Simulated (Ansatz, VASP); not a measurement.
## Ga3PN2: VASP beside Ansatz

```xyz
6
Lattice="5.6537 0.0000 0.0000 -2.8269 4.8963 0.0000 0.0000 0.0000 2.8353" Properties=species:S:1:pos:R:3 pbc="T T T"
Ga    2.8269    0.0000    1.4177
Ga   -1.4134    2.4481    1.4177
Ga    1.4134    2.4481    1.4177
P     0.0000    0.0000    0.0000
N     0.0000    3.2642    0.0000
N     2.8269    1.6321    0.0000
```

Change from the starting cell: species swapped into the LaNi3Rh2 type (P6/mmm, No. 191).

Alike in both runs: functional PBE; k mesh 12 × 12 × 14; occupations gaussian, width 0.1 eV; no spin polarisation.

Ansatz relaxed the structure, and its values are those at the end. VASP's run is a single point on that final structure, the one shown.

|  | VASP | Ansatz |
| --- | --- | --- |
| version | VASP 6.6.1 | Ansatz 0.2.0 |
| potentials or method | VASP PAW PBE potentials, release 64 (Ga_d, P, N), cutoff 520 eV | scalar-relativistic, plane waves, PAW |
| valence electrons in the cell | 54 | 54 |

|  | VASP | Ansatz | Ansatz less VASP |
| --- | --- | --- | --- |
| gap on the k mesh at the Fermi level (eV) | none | none | - |
| pressure (GPa) | 0.4 | 0.0 | -0.36 |

A gap of «none» marks a metal or a gap that the smearing closes. With one functional, cell and mesh, what is left measures potentials, basis and numerics.
